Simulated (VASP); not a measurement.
A run of VASP 6.6.1 is set up as follows.

INCAR

```
SYSTEM = Si
ALGO = Normal
EDIFF = 1E-6
ENCUT = 520
GGA = CA
ISIF = 2
ISMEAR = 0
LASPH = .TRUE.
LCHARG = .FALSE.
LREAL = .FALSE.
LWAVE = .FALSE.
NBANDS = 11
NELM = 100
PREC = Accurate
SIGMA = 0.05
```

File KPOINTS:

```
k-points
0
G
  12 12 12
  0 0 0
```

The input POSCAR:

```
Si
1.0
    0.0000000000      2.7730895811      2.7009735863
    2.7730895811      0.0000000000      2.7009735863
    2.7730895811      2.7730895811      0.0000000000
Si
2
Direct
    0.5022214212      0.4977785788      0.4977785788
    0.7477785788      0.7522214212      0.7522214212
```

Potentials or basis: VASP PAW LDA potentials, release 64 (Si).

Launch:

```bash
$ cat potpaw_LDA.64/Si/POTCAR > POTCAR
$ mpirun -np 1 vasp_std > vasp.out
```

Q: What does it give for the largest force?

A: 0.301 eV/Å.

Q: What does it give for the band gap on the k mesh?

A: 0.20 eV (least direct gap 2.23 eV).

Q: Estimate the pressure.

A: -4.5 GPa.

Stress tensor (GPa, compression positive):
```
-5.34  0.00  0.00
 0.00 -5.30 -0.73
 0.00 -0.73 -2.89
```

Caveat: the cell differs from its parent crystal (atoms displaced along a vibrational mode, the cell strained); the cell stands under tension. A k mesh can miss the band edges.
